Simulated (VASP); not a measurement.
A run of VASP 6.6.1:

INCAR

```
  PREC = Accurate
  ENCUT = 520
  EDIFF = 1E-6
  ISMEAR = -1
  SIGMA = 0.02
  LREAL = F
  LASPH = T
  NELM = 80
  ALGO = Normal
  ISIF = 2
  LWAVE = F
  LCHARG = F
  GGA = PE
  NBANDS = 18
```

File KPOINTS:

```
regular mesh
0
Gamma
  8 8 8
```

Contents of POSCAR:

```
HfO2
1.0
    0.0000000000      2.5291823194      2.5291823194
    2.5888710221      0.0000000000      2.5291823194
    2.5888710221      2.5291823194      0.0000000000
Hf O
1 2
Direct
    0.0000000000      0.0000000000      0.0000000000
    0.2500000000      0.2500000000      0.2500000000
    0.7500000000      0.7500000000      0.7500000000
```

Potentials or basis: VASP PAW PBE potentials, release 64 (Hf_pv, O).

Command:

```bash
$ cat potpaw_PBE.64/Hf_pv/POTCAR potpaw_PBE.64/O/POTCAR > POTCAR
$ mpirun -np 1 vasp_std > vasp.out
```

Hardware: 1 thread of Intel(R) Xeon(R) 6975P-C (Granite Rapids), on a shared host.

Problem. Estimate the wall time of this run.

Solution. Run time: 14 s on 1 thread of Intel(R) Xeon(R) 6975P-C (Granite Rapids), with other jobs on the host, peak memory 0.18 GiB. Counts: scf iterations 13, k points 59.
